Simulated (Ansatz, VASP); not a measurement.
## One calculation of F, two programs

```
CELL_PARAMETERS angstrom
2.94846 -1.69458 -0.22741
2.94846 1.69458 -0.22741
-2.21702 0.00000 6.78634
ATOMIC_POSITIONS crystal
F 0.08485 0.08485 0.07802
F 0.91515 0.91515 0.92198
F 0.50157 0.50157 0.59372
F 0.49843 0.49843 0.40628
```

Alike in both runs: task single point; functional PBEsol; k mesh 4 × 4 × 2; occupations gaussian, width 0.05 eV; no spin polarisation.

```csv
,VASP,Ansatz
version,VASP 6.6.1,Ansatz 0.2.0
potentials or method,"VASP PAW PBE potentials, release 64 (F), cutoff 520 eV","scalar-relativistic, plane waves, PAW"
valence electrons in the cell,28,28
```

|  | VASP | Ansatz | Ansatz less VASP |
| --- | --- | --- | --- |
| gap on the k mesh at the Fermi level (eV) | 3.53 | 3.62 | +0.084 |
| least direct gap on the mesh (eV) | 3.61 | 3.69 | +0.083 |
| pressure (GPa) | 21.7 | 19.3 | -2.43 |
| traceless stress, the component that is largest in VASP (GPa) | 26.61 | 22.80 | -3.803 |
| rms of the force components (eV/Å) | 7.797 | 6.730 | -1.0671 |

VASP's potentials were made for PBE, not for PBEsol. Atom by atom the forces differ by 1.068 eV/Å (rms over components). With one functional, cell and mesh, what is left measures potentials, basis and numerics.

The k mesh is coarse, so the values compare programs but aren't converged. Noted on VASP's run: the standard files for N, O and F lose accuracy on very short bonds.
